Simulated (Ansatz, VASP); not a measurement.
**AlNi3 in VASP and in Ansatz**

```
Al Ni
1.0
     3.52620    0.00000    0.00000
     0.00000    3.52620    0.00000
     0.00000    0.00000    3.52620
Al Ni
1 3
Direct
  0.00000 0.00000 0.00000
  0.50000 0.50000 0.00000
  0.00000 0.50000 0.50000
  0.50000 0.00000 0.50000
```

Alike in both runs: functional r2SCAN; k mesh 12 × 12 × 12; occupations gaussian, width 0.1 eV; collinear spin.

Ansatz relaxed the structure, and its values are those at the end. VASP's run is a single point on that final structure, the one shown.

```csv
,VASP,Ansatz
version,VASP 6.6.1,Ansatz 0.2.0
potentials or method,"VASP PAW PBE potentials, release 64 (Al, Ni), cutoff 520 eV","scalar-relativistic, plane waves, PAW"
valence electrons in the cell,33,57
```

VASP gave:

```
gap on the k mesh at the Fermi level (eV)                     : none
pressure (GPa)                                                : 0.1
net moment per atom (μB)                                      : 0.22
size of the moment on the site where the two differ most (μB) : 0.33
```

Q: What did Ansatz give for the same quantities?

A: gap on the k mesh at the Fermi level (eV): none; pressure (GPa): 0.0; net moment per atom (μB): 0.23; size of the moment on the site where the two differ most (μB): 0.36.

VASP's potentials were made for PBE, not for r2SCAN. Site moments also hang on the region over which each program counts them. A gap of «none» marks a metal or a gap that the smearing closes. The functional is the same, so the differences come from potentials, cutoffs and numerics. VASP's potentials hold 33 valence electrons a cell and Ansatz's 57, so a difference there can come from the potentials and not from the codes.
